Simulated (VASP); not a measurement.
Runs of VASP 6.6.1 on HBr. The structure is that of space group I4/mmm (No. 139), or close to it. The cells are those of the table. 

| cell | gap on the mesh (eV) | pressure (GPa) |
| --- | --- | --- |
| a = 5.446, b = 5.446, c = 3.342 Å, 4 atoms | 1.42 | 0.0 |
| a = 5.446, b = 5.446, c = 3.292 Å, 4 atoms | 1.58 | 1.2 |
| a = 5.446, b = 5.446, c = 3.242 Å, 4 atoms | 1.75 | (a) |
| a = 5.446, b = 5.446, c = 3.392 Å, 4 atoms | (b) | -1.0 |

Alike in all rows: task single point; level PBEsol; potentials or basis VASP PAW PBE potentials, release 64 (H, Br); no spin polarisation; k mesh 6 × 6 × 8; cutoff (eV) 520; smearing gaussian 0.02 eV.

Problem. Fill in the values left out.

Solution. (a) 2.5; (b) 1.26.

Caveats: the PAW data sets were made with another functional, which shifts forces and pressure a little.

A k mesh can miss the band edges, and the runs leave out spin-orbit coupling on Br.
